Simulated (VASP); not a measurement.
# ZnSe (l.bA): relaxation of cell and atoms with LDA

ZnSe (l.bA):

```
Zn Se
1.0
     0.00000    2.82500    2.82500
     2.82500    0.00000    2.82500
     2.82500    2.82500    0.00000
Zn Se
1 1
Cartesian
  0.0000 0.0000 0.0000
  1.4125 1.4125 1.4125
```

```
Program                : VASP 6.6.1
Task                   : relaxation of cell and atoms
Functional             : LDA
Potentials or basis    : VASP PAW LDA potentials, release 64 (Zn, Se)
Cutoff                 : 500 eV
k mesh                 : 8 × 8 × 8
Occupations            : gaussian, width 0.02 eV
Spin                   : no spin polarisation
Dipole correction      : no
Further INCAR settings : ALGO = Normal; EDIFF = 1e-07; IBRION = 2; EDIFFG = -0.002; NSW = 100; ISIF = 3
```

| Property | Result |
| --- | --- |
| Relaxed volume | 21.68 Å³/atom |
| Relaxed cell | a = 3.944 Å, b = 3.944 Å, c = 3.944 Å, α = 60.00°, β = 60.00°, γ = 60.00° |
| Space group after relaxing (to 0.05 Å) | F-43m (No. 216) |
| Energy gained by relaxing | 7.1 meV/atom |
| Ionic steps | 3 |
| Pressure after relaxing | 0.0 GPa |
| Band gap on the k mesh | 1.27 eV, direct |

Step by step:
```
step  energy change (eV)  largest force (eV/Å)  pressure (GPa)  volume (Å³)
   1              0.0000                0.0000           -2.55        45.09
   2             -0.0124                0.0000            0.99        42.79
   3             -0.0142                0.0000           -0.01        43.37
```

Final structure:
```xyz
2
Lattice="0.0000 2.7885 2.7885 2.7885 0.0000 2.7885 2.7885 2.7885 0.0000" Properties=species:S:1:pos:R:3 pbc="T T T"
Zn    0.0000    0.0000    0.0000
Se    1.3943    1.3943    1.3943
```

Levels at points of the mesh, in eV from the valence-band top:
```tsv
k point	band 5	band 6	band 7	band 8	band 9	band 10	band 11	band 12	band 13
(0.00, 0.00, 0.00)	-6.46	-6.46	0.00	0.00	0.00	1.27	5.69	5.69	5.69
(0.50, 0.00, 0.00)	-6.44	-6.28	-5.61	-0.95	-0.95	2.46	6.28	6.28	8.48
(0.50, 0.50, 0.00)	-6.41	-6.26	-5.04	-2.38	-2.38	2.70	3.32	10.89	11.42
```

It took 77 s on 1 thread of Intel Xeon 8259CL, on a shared host, peak memory 0.16 GiB.

A hybrid or GW would open this gap; LDA tends to underestimate it.
